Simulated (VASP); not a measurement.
# Si (P-1) in VASP: further runs

The runs below take Si through single point, with PBE-based screened hybrid with 25 % exact exchange.

Everything below comes from runs of VASP 6.6.1. Logs are shortened: lines on timing, memory, paths and dates and some standing lists are left out, and cuts for length are marked.

## (1) The cell of the first run

The typed cell holds 1 atom: a = 2.765 Å, b = 2.307 Å, c = 2.655 Å, α = 60.64°, β = 73.23°, γ = 67.05°.

## (2) Single point, PBE-based screened hybrid with 25 % exact exchange

POSCAR

```
Si
1.0
   -0.3815112600      1.9002978700      1.9720425700
    1.6960999500      0.0269397800      1.5635915300
    1.9685575700      1.7643044500     -0.2455178400
Si
1
Direct
    0.0000000000      0.0000000000      0.0000000000
```

INCAR.step1

```
ALGO = Normal
EDIFF = 1E-5
ENCUT = 400
GGA = PE
GGA_COMPAT = F
ISIF = 2
ISMEAR = -1
LASPH = T
LCHARG = F
LREAL = F
LWAVE = T
NBANDS = 8
NELM = 120
PREC = Accurate
SIGMA = 0.05
```

INCAR.step2

```
AEXX = 0.25
ALGO = Normal
EDIFF = 1E-6
ENCUT = 400
GGA = PE
GGA_COMPAT = F
HFSCREEN = 0.1
ISIF = 2
ISMEAR = -1
ISTART = 1
LASPH = T
LCHARG = F
LHFCALC = T
LREAL = F
LWAVE = F
NBANDS = 8
NELM = 120
PREC = Accurate
PRECFOCK = Normal
SIGMA = 0.05
```

KPOINTS

```
k-points
0
Gamma
  5 7 6
```

Potentials or basis: VASP PAW PBE potentials, release 64 (Si).

The run is started by

```
$ cat potpaw_PBE.64/Si/POTCAR > POTCAR
$ cp INCAR.step1 INCAR
$ mpirun -np 1 vasp_std > vasp.out
$ cp INCAR.step2 INCAR
$ mpirun -np 1 vasp_std > vasp.out
```

OUTCAR:

```text
AEXX = 0.25
   EDIFF = 1E-6
   ENCUT = 400
   GGA = PE
   HFSCREEN = 0.1
   ISIF = 2
   ISMEAR = -1
   ISTART = 1
   LASPH = T
   LHFCALC = T
   LREAL = F
   NELM = 120
   PREC = Accurate
   PRECFOCK = Normal

 ion  position               nearest neighbor table
   1  0.000  0.000  0.000-

  LATTYP: Found a triclinic cell.
 ALAT       =     2.7650740920
 B/A-ratio  =     1.3174845192
 C/A-ratio  =     0.8343396297
 COS(alpha) =     0.0199651101
 COS(beta)  =     0.3899607428
 COS(gamma) =     0.7222828227

  Lattice vectors:

 A1 = (   0.3815112600,  -1.9002978700,  -1.9720425700)
 A2 = (   0.1090536400,  -3.6376625400,  -0.1629332000)
 A3 = (  -1.6960999500,  -0.0269397800,  -1.5635915300)

Analysis of symmetry for initial positions (statically):
=====================================================================
 Subroutine PRICEL returns:
 Original cell was already a primitive cell.

 Routine SETGRP: Setting up the symmetry group for a
 triclinic supercell.

 Subroutine GETGRP returns: Found  2 space group operations
 (whereof  2 operations were pure point group operations)
 out of a pool of  2 trial point group operations.

The static configuration has the point symmetry S_2 .

Analysis of symmetry for dynamics (positions and initial velocities):
=====================================================================
 Subroutine PRICEL returns:
 Original cell was already a primitive cell.

 Routine SETGRP: Setting up the symmetry group for a
 triclinic supercell.

 Subroutine GETGRP returns: Found  2 space group operations
 (whereof  2 operations were pure point group operations)
 out of a pool of  2 trial point group operations.

The dynamic configuration has the point symmetry S_2 .

 Subroutine INISYM returns: Found  2 space group operations
 (whereof  2 operations are pure point group operations),
 and found     1 'primitive' translations

----------------------------------------------------------------------------------------

                                     Primitive cell

  volume of cell :      13.4921

  direct lattice vectors                    reciprocal lattice vectors
    -0.381511260  1.900297870  1.972042570    -0.204954549  0.258999321  0.217861257
     1.696099950  0.026939780  1.563591530     0.292455791 -0.280787548  0.327150725
     1.968557570  1.764304450 -0.245517840     0.216286933  0.292119932 -0.239649484

  length of vectors
     2.765074092  2.307010894  2.654857455     0.395664685  0.520960300  0.435368772

  position of ions in fractional coordinates (direct lattice)
     0.000000000  0.000000000  0.000000000

  ion indices of the primitive-cell ions
   primitive index   ion index
                 1           1

----------------------------------------------------------------------------------------

 KPOINTS: k-points

Automatic generation of k-mesh.
 Grid dimensions read from file:
 generate k-points for:    5    7    6

 Generating k-lattice:

  Cartesian coordinates                     Fractional coordinates (reciprocal lattice)
    -0.040990910  0.051799864  0.043572251     0.200000000 -0.000000000  0.000000000
     0.041779399 -0.040112507  0.046735818     0.000000000  0.142857143  0.000000000
     0.036047822  0.048686655 -0.039941581    -0.000000000 -0.000000000  0.166666667

  Length of vectors
     0.079132937  0.074422900  0.072561462

  Shift w.r.t. Gamma in fractional coordinates (k-lattice)
     0.000000000  0.000000000  0.000000000

 Subroutine IBZKPT returns following result:
 ===========================================

 Found    106 irreducible k-points:

 Following reciprocal coordinates:
            Coordinates               Weight
  0.000000  0.000000  0.000000      1.000000
  0.200000 -0.000000  0.000000      2.000000
  0.400000 -0.000000 -0.000000      2.000000
  0.000000  0.142857  0.000000      2.000000
  0.200000  0.142857  0.000000      2.000000
  0.400000  0.142857 -0.000000      2.000000
[... 16 lines left out ...]
 -0.200000  0.000000  0.166667      2.000000
  0.000000  0.142857  0.166667      2.000000
 [... further k-points ...]
   k-points           NKPTS =    106   k-points in BZ     NKDIM =    210   number of bands    NBANDS=      8
   number of dos      NEDOS =    301   number of ions     NIONS =      1
   total plane-waves  NPLWV =   5184
   dimension x,y,z NGX =    18 NGY =   16 NGZ =   18
   dimension x,y,z NGXF=    36 NGYF=   32 NGZF=   36
   ions per type =               1
   NGX,Y,Z   is equivalent  to a cutoff of  10.82, 11.53, 11.27 a.u.
   NGXF,Y,Z  is equivalent  to a cutoff of  21.64, 23.06, 22.54 a.u.
 SYSTEM =  unknown system
   PREC   = accura    normal or accurate (medium, high low for compatibility)
   ISTART =      1    job   : 0-new  1-cont  2-samecut
   ICHARG =      0    charge: 1-file 2-atom 10-const
   ISPIN  =      1    spin polarized calculation?
   LNONCOLLINEAR =      F non collinear calculations
   LSORBIT =      F    spin-orbit coupling
[... 36 lines left out ...]
   HFSCREEN=    0.1000 screening length (either q_TF or 0.3 A-1)
   HFSCREENC=   0.1000 screening length for correlation (either q_TF or 0.3 A-1)
   ENCUTFOCK=  -1.0 apply spherical cutoff to Coloumb kernel
   IVDW    =     0    specifies the selected vdW correction
   LEPSILON=     F    determine dielectric tensor
   LRPA    =     F    only Hartree local field effects (RPA)
 non-spin polarized calculation
  energy-cutoff  :      400.00
  volume of cell :       13.49
 maximum number of plane-waves:       254
 NGX is ok and might be reduce to    18
  NGX = 14; NGY = 12; NGZ = 14

 number of electron       4.0000000 magnetization

 Free energy of the ion-electron system (eV)
  ---------------------------------------------------
  ext. energy  EPLUGINS =         0.00000000
  ---------------------------------------------------
  free energy    TOTEN  =        -5.72702997 eV

  energy without entropy =       -5.72585318  energy(sigma->0) =       -5.72644157

 E-fermi :  11.1808     XC(G=0):  -9.1822

 val. band max:       10.8304581496   @ k =   0.4000  -0.2857   0.1667
 cond. band min:      11.2044849332   @ k =   0.2000  -0.4286   0.3333
 fundamental gap:      0.3740267836
 Fermi energy:        11.1807719588

 k-point     1 :       0.0000    0.0000    0.0000
  band No.  band energies     occupation
      1      -6.3350      2.00000
      2      17.6207      0.00000
      3      18.7305      0.00000
      4      22.4947      0.00000
      5      23.1568      0.00000
      6      30.4314      0.00000
      7      31.1035      0.00000
      8      32.8239      0.00000

 k-point     2 :       0.2000   -0.0000    0.0000
  band No.  band energies     occupation
      1      -5.3717      2.00000
      2       9.7997      2.00000
      3      22.2660      0.00000
      4      24.0961      0.00000
      5      26.5403      0.00000
      6      28.5510      0.00000
      7      30.5449      0.00000
      8      32.2658      0.00000

 k-point     3 :       0.4000   -0.0000   -0.0000
  band No.  band energies     occupation
      1      -2.6468      2.00000
      2       3.1464      2.00000
      3      23.3397      0.00000
      4      24.7871      0.00000
      5      27.3448      0.00000
      6      28.8700      0.00000
      7      30.1539      0.00000
      8      31.4293      0.00000

 k-point     4 :       0.0000    0.1429    0.0000
  band No.  band energies     occupation
      1      -5.4527      2.00000
      2      16.3407      0.00000
      3      19.5875      0.00000
      4      21.1377      0.00000
      5      24.4338      0.00000
      6      26.6614      0.00000
      7      28.6576      0.00000
      8      30.6023      0.00000

 k-point     5 :       0.2000    0.1429    0.0000
  band No.  band energies     occupation
      1      -5.0288      2.00000
      2      12.9506      0.00000
      3      18.7851      0.00000
      4      23.5505      0.00000
      5      25.6417      0.00000
      6      26.9722      0.00000
      7      28.7193      0.00000
      8      30.9273      0.00000
[... 177 lines left out ...]
 k-point    22 :      -0.4000    0.0000    0.1667
  band No.  band energies     occupation
      1      -1.4662      2.00000
      2       3.4095      2.00000
      3      16.2235      0.00000
      4      24.4719      0.00000
      5      26.2219      0.00000
      6      27.5266      0.00000
      7      32.1078      0.00000
      8      34.4955      0.00000

 k-point    23 :      -0.2000    0.0000    0.1667
  band No.  band energies     occupation
      1      -4.3252      2.00000
      2       9.6796      2.00000
      3      14.6851      0.00000
      4      25.6746      0.00000
      5      27.8739      0.00000
      6      30.5677      0.00000
      7      31.8887      0.00000
      8      32.9074      0.00000

 k-point    24 :       0.0000    0.1429    0.1667
  band No.  band energies     occupation
      1      -5.3524      2.00000
      2      15.5729      0.00000
      3      18.5329      0.00000
      4      21.3538      0.00000
      5      24.0376      0.00000
      6      26.7173      0.00000
      7      28.8244      0.00000
      8      31.1005      0.00000

 [... further k-points ...]

------------------------ aborting loop because EDIFF is reached ----------------------------------------

  FORCE on cell =-STRESS in cart. coord.  units (eV):
  Direction    XX          YY          ZZ          XY          YZ          ZX
  --------------------------------------------------------------------------------------
  -------------------------------------------------------------------------------------
  Total        1.3383894      0.1814240      1.2295152     -0.0153746     -0.5766928      0.9526385
  in kB      158.9328909     21.5439832    146.0041408     -1.8257234    -68.4819062    113.1252135
  external PRESSURE =     108.8270050 kB  Pullay stress =       0.0000000 kB

 VOLUME and BASIS-vectors are now :
 -----------------------------------------------------------------------------
  energy-cutoff  :      400.00
  volume of cell :       13.49
      direct lattice vectors                 reciprocal lattice vectors
    -0.381511260  1.900297870  1.972042570    -0.204954549  0.258999321  0.217861257
     1.696099950  0.026939780  1.563591530     0.292455791 -0.280787548  0.327150725
     1.968557570  1.764304450 -0.245517840     0.216286933  0.292119932 -0.239649484

 POSITION                                       TOTAL-FORCE (eV/Angst)
 -----------------------------------------------------------------------------------
      0.00000      0.00000      0.00000        -0.000000      0.000000     -0.000000
 -----------------------------------------------------------------------------------
    total drift:                                0.000067     -0.000051      0.000003

  FREE ENERGIE OF THE ION-ELECTRON SYSTEM (eV)
  ---------------------------------------------------
  free  energy   TOTEN  =        -5.7270299690 eV

  energy  without entropy=       -5.7258531766  energy(sigma->0) =       -5.72644157
```

Wall time 4.7 min (1 thread of AMD EPYC 7R13, shared host); peak memory 0.21 GiB.

Results:

- Free energy: -5.7270 eV
- Pressure: 10.9 GPa
- Band gap on the k mesh: zero (bands 2 and 3 overlap by 9.34 eV)

Stress tensor (GPa, compression positive):
```
15.89 -0.18 11.31
-0.18  2.15 -6.85
11.31 -6.85 14.60
```

Caveat: the k points lie up to 0.50 Å⁻¹ apart, too coarse for converged energies and pressures of a metal; the PAW data sets were made with another functional, which shifts forces and pressure a little.

## (3) Single point, PBE-based screened hybrid with 25 % exact exchange

POSCAR is that of step 2.

INCAR.step1

```
PREC     = Accurate       # precision mode
ENCUT    = 400            # plane-wave cutoff, eV
EDIFF    = 1E-5           # SCF threshold, eV
ISMEAR   = -1             # smearing method
SIGMA    = 0.05           # smearing width, eV
LREAL    = F              # projectors in reciprocal space
LASPH    = T              # aspherical terms in the spheres
NELM     = 120            # most SCF steps
ALGO     = Normal         # electronic algorithm
ISIF     = 2              # what is computed and relaxed
LWAVE    = T              # write WAVECAR
LCHARG   = F              # write CHGCAR
NBANDS   = 8              # bands
GGA      = PE             # functional
GGA_COMPAT= F
```

INCAR.step2

```
PREC     = Accurate       # precision mode
ENCUT    = 400            # plane-wave cutoff, eV
EDIFF    = 1E-6           # SCF threshold, eV
ISMEAR   = -1             # smearing method
SIGMA    = 0.05           # smearing width, eV
LREAL    = F              # projectors in reciprocal space
LASPH    = T              # aspherical terms in the spheres
NELM     = 120            # most SCF steps
ALGO     = Normal         # electronic algorithm
ISIF     = 2              # what is computed and relaxed
LWAVE    = F              # write WAVECAR
LCHARG   = F              # write CHGCAR
GGA      = PE             # functional
LHFCALC  = T              # exact exchange
AEXX     = 0.25           # exact-exchange fraction
HFSCREEN = 0.2            # screening, 1/A
PRECFOCK = Normal       
NBANDS   = 8              # bands
ISTART   = 1            
GGA_COMPAT= F
```

KPOINTS

```
Automatic mesh
0
Gamma
  5 7 6
```

Potentials or basis: VASP PAW PBE potentials, release 64 (Si).

The run is started by

```
$ cat potpaw_PBE.64/Si/POTCAR > POTCAR
$ cp INCAR.step1 INCAR
$ mpirun -np 1 vasp_std > vasp.out
$ cp INCAR.step2 INCAR
$ mpirun -np 1 vasp_std > vasp.out
```

Run time: 5.3 min. Hardware: 1 thread of AMD EPYC 7R13, shared host; peak memory 0.22 GiB.

The run converged. Its results:

```
Free energy            : -5.4823 eV
Pressure               : 11.5 GPa
Band gap on the k mesh : zero (bands 2 and 3 overlap by 9.02 eV)
```

Stress tensor (GPa, compression positive):
```
16.83  0.08 11.31
 0.08  2.22 -6.40
11.31 -6.40 15.53
```

Levels at points of the mesh, in eV from the Fermi level:
```csv
k point,band 1,band 2,band 3,band 4,band 5,band 6
"(0.00, 0.00, 0.00)",-17.24,6.32,7.43,11.18,11.85,19.11
"(0.00, 0.00, 0.50)",-10.31,-9.13,9.98,10.64,14.61,14.71
```

Caveat: the k points lie up to 0.50 Å⁻¹ apart, too coarse for converged energies and pressures of a metal; the PAW data sets were made with another functional, which shifts forces and pressure a little.

## (4) Single point, PBE-based screened hybrid with 25 % exact exchange

POSCAR is that of step 3.

INCAR.step1: that of step 3 with these lines changed.

```diff
@@ -12,4 +12,4 @@
 LCHARG   = F              # write CHGCAR
+GGA      = PE             # functional
 NBANDS   = 8              # bands
-GGA      = PE             # functional
 GGA_COMPAT= F
```

INCAR.step2: that of step 3 with these lines changed.

```diff
@@ -15,6 +15,6 @@
 AEXX     = 0.25           # exact-exchange fraction
-HFSCREEN = 0.2            # screening, 1/A
+HFSCREEN = 0.3            # screening, 1/A
 PRECFOCK = Normal       
+ISTART   = 1            
 NBANDS   = 8              # bands
-ISTART   = 1            
 GGA_COMPAT= F
```

KPOINTS is that of step 3.

The run is started by

```
$ cat potpaw_PBE.64/Si/POTCAR > POTCAR
$ cp INCAR.step1 INCAR
$ mpirun -np 1 vasp_std > vasp.out
$ cp INCAR.step2 INCAR
$ mpirun -np 1 vasp_std > vasp.out
```

Run time: 6.6 min. Hardware: 1 thread of AMD EPYC 7R13, shared host; peak memory 0.21 GiB.

It converged, with:

```
Free energy            : -5.3050 eV
Pressure               : 12.0 GPa
Band gap on the k mesh : zero (bands 2 and 3 overlap by 8.80 eV)
```

Stress tensor (GPa, compression positive):
```
17.23  0.16 11.37
 0.16  2.57 -6.32
11.37 -6.32 16.18
```

Levels at points of the mesh, in eV from the Fermi level:
| k point | band 1 | band 2 | band 3 | band 4 | band 5 | band 6 |
| --- | --- | --- | --- | --- | --- | --- |
| (0.00, 0.00, 0.00) | -16.99 | 6.21 | 7.32 | 11.03 | 11.70 | 18.94 |
| (0.00, 0.00, 0.50) | -10.08 | -8.90 | 9.82 | 10.49 | 14.45 | 14.55 |

Caveat: the k points lie up to 0.50 Å⁻¹ apart, too coarse for converged energies and pressures of a metal; the PAW data sets were made with another functional, which shifts forces and pressure a little.

## (5) Single point, PBE-based screened hybrid with 25 % exact exchange

POSCAR is that of step 4.

INCAR.step1

```
PREC = Accurate ; ENCUT = 400
EDIFF = 1E-5 ; ISMEAR = -1
SIGMA = 0.05 ; LREAL = False
LASPH = True ; NELM = 120
ALGO = Normal ; ISIF = 2
LWAVE = True ; LCHARG = False
NBANDS = 8 ; GGA = PE
GGA_COMPAT = False
```

INCAR.step2

```
PREC = Accurate ; ENCUT = 400
EDIFF = 1E-6 ; ISMEAR = -1
SIGMA = 0.05 ; LREAL = False
LASPH = True ; NELM = 120
ALGO = Normal ; ISIF = 2
LWAVE = False ; LCHARG = False
GGA = PE ; LHFCALC = True
AEXX = 0.25 ; HFSCREEN = 0.4
PRECFOCK = Normal ; NBANDS = 8
ISTART = 1 ; GGA_COMPAT = False
```

KPOINTS

```
regular mesh
0
Gamma
  5 7 6
```

The run is started by

```
$ cat potpaw_PBE.64/Si/POTCAR > POTCAR
$ cp INCAR.step1 INCAR
$ mpirun -np 1 vasp_std > vasp.out
$ cp INCAR.step2 INCAR
$ mpirun -np 1 vasp_std > vasp.out
```

Run time: 5.4 min. Hardware: 1 thread of AMD EPYC 7R13, shared host; peak memory 0.21 GiB.

Results (log left out):

```yaml
Free_energy: -5.1701 eV
Pressure: 12.4 GPa
Band_gap_on_the_k_mesh: zero (bands 2 and 3 overlap by 8.65 eV)
```

Stress tensor (GPa, compression positive):
```
17.57  0.20 11.47
 0.20  2.89 -6.27
11.47 -6.27 16.73
```

Levels at points of the mesh, in eV from the Fermi level:
| k point | band 1 | band 2 | band 3 | band 4 | band 5 | band 6 |
| --- | --- | --- | --- | --- | --- | --- |
| (0.00, 0.00, 0.00) | -16.74 | 6.11 | 7.23 | 10.90 | 11.57 | 18.78 |
| (0.00, 0.00, 0.50) | -9.88 | -8.70 | 9.69 | 10.36 | 14.30 | 14.41 |

Caveat: the k points lie up to 0.50 Å⁻¹ apart, too coarse for converged energies and pressures of a metal; the PAW data sets were made with another functional, which shifts forces and pressure a little.

## (6) Single point, PBE-based screened hybrid with 25 % exact exchange

POSCAR is that of step 5.

INCAR.step1

```
SYSTEM = Si
  ALGO = Normal
  EDIFF = 1E-5
  ENCUT = 400
  GGA = PE
  GGA_COMPAT = .FALSE.
  ISIF = 2
  ISMEAR = -1
  LASPH = .TRUE.
  LCHARG = .FALSE.
  LREAL = .FALSE.
  LWAVE = .TRUE.
  NBANDS = 8
  NELM = 120
  PREC = Accurate
  SIGMA = 0.05
```

INCAR.step2

```
SYSTEM = Si
  AEXX = 0.25
  ALGO = Normal
  EDIFF = 1E-6
  ENCUT = 400
  GGA = PE
  GGA_COMPAT = .FALSE.
  HFSCREEN = 0.6
  ISIF = 2
  ISMEAR = -1
  ISTART = 1
  LASPH = .TRUE.
  LCHARG = .FALSE.
  LHFCALC = .TRUE.
  LREAL = .FALSE.
  LWAVE = .FALSE.
  NBANDS = 8
  NELM = 120
  PREC = Accurate
  PRECFOCK = Normal
  SIGMA = 0.05
```

KPOINTS

```
k-points
0
G
  5 7 6
  0 0 0
```

Potentials or basis: VASP PAW PBE potentials, release 64 (Si).

The run is started by

```
$ cat potpaw_PBE.64/Si/POTCAR > POTCAR
$ cp INCAR.step1 INCAR
$ mpirun -np 1 vasp_std > vasp.out
$ cp INCAR.step2 INCAR
$ mpirun -np 1 vasp_std > vasp.out
```

It took 5.4 min on 1 thread of AMD EPYC 7R13, shared host; peak memory 0.21 GiB.

The run converged. Its results:

| Item | Value |
| --- | --- |
| Free energy | -4.9895 eV |
| Pressure | 13.1 GPa |
| Band gap on the k mesh | zero (bands 2 and 3 overlap by 8.43 eV) |

Stress tensor (GPa, compression positive):
```
18.14  0.25 11.71
 0.25  3.41 -6.22
11.71 -6.22 17.65
```

Levels at points of the mesh, in eV from the Fermi level:
```csv
k point,band 1,band 2,band 3,band 4,band 5,band 6,band 7
"(0.00, 0.00, 0.00)",-16.26,5.97,7.09,10.69,11.36,18.50,19.21
"(0.00, 0.00, 0.50)",-9.58,-8.42,9.48,10.16,14.05,14.17,17.65
```

Caveat: the k points lie up to 0.50 Å⁻¹ apart, too coarse for converged energies and pressures of a metal; the PAW data sets were made with another functional, which shifts forces and pressure a little.

## (7) Summary

```tsv
screening parameter	gap on the mesh (eV)	pressure (GPa)
0.1 1/Å	none	10.9
0.2 1/Å	none	11.5
0.3 1/Å	none	12.0
0.4 1/Å	none	12.4
0.6 1/Å	none	13.1
```

Alike in all rows: task single point; level PBE-based screened hybrid with 25 % exact exchange; potentials or basis VASP PAW PBE potentials, release 64 (Si); no spin polarisation; cell as given; k mesh 5 × 7 × 6; cutoff (eV) 400; smearing fermi-dirac 0.05 eV.

Caveats: all runs use coarse meshes; the PAW data sets were made with another functional, which shifts forces and pressure a little.

Absolute energies hang on the potentials; compare differences alone.

The gap in the log of VASP goes by the Fermi energy; the results here count the filled bands.